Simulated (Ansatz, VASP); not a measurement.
## Two plane-wave programs on Ir

The input INCAR:

```
  PREC = Accurate
  ENCUT = 520
  EDIFF = 1E-6
  ISMEAR = 0
  SIGMA = 0.15
  LREAL = F
  LASPH = T
  NELM = 60
  ALGO = Normal
  ISIF = 2
  LWAVE = F
  LCHARG = F
  GGA = PS
  NBANDS = 10
```

KPOINTS

```
regular mesh
0
Gamma
  22 22 22
```

Contents of POSCAR:

```
Ir
1.0
    0.0000000000      1.9484955000      1.8621090000
    1.9484955000      0.0000000000      1.8621090000
    1.9484955000      1.9484955000      0.0000000000
Ir
1
Direct
    0.0000000000      0.0000000000      0.0000000000
```

Input for Ansatz:

```yaml
crystal:
  lattice:
    - [0.0, 1.9484955, 1.862109]
    - [1.9484955, 0.0, 1.862109]
    - [1.9484955, 1.9484955, 0.0]
  atoms:
    - { symbol: Ir, position: [0.0, 0.0, 0.0] }
basis:
  ecutwfc: 420
kpoints:
  mp_grid: { grid: [22, 22, 22] }
hamiltonian:
  xc: pbesol
scf:
  occupations: { method: gaussian, width: 0.15 }
output:
  forces: true
  stress: true
  eigenvalues: true
```

Change from the starting cell: strain +0.015 along x and y, -0.030 along z, atoms carried along.

Alike in both runs: task single point; functional PBEsol; k mesh 22 × 22 × 22; occupations gaussian, width 0.15 eV; no spin polarisation.

|  | VASP | Ansatz |
| --- | --- | --- |
| version | VASP 6.6.1 | Ansatz 0.2.0 |
| potentials or method | VASP PAW PBE potentials, release 64 (Ir), cutoff 520 eV | scalar-relativistic, plane waves, PAW |
| valence electrons in the cell | 9 | 17 |

|  | VASP | Ansatz | Ansatz less VASP |
| --- | --- | --- | --- |
| gap on the k mesh at the Fermi level (eV) | none | none | - |
| pressure (GPa) | -0.9 | -1.9 | -0.95 |
| traceless stress, the component that is largest in VASP (GPa) | 11.01 | 11.04 | +0.029 |

VASP's potentials were made for PBE, not for PBEsol. A gap of «none» marks a metal or a gap that the smearing closes. The functional is the same, so the differences come from potentials, cutoffs and numerics. VASP's potentials hold 9 valence electrons a cell and Ansatz's 17, so a difference there can come from the potentials and not from the codes.

Spin-orbit coupling is off throughout.
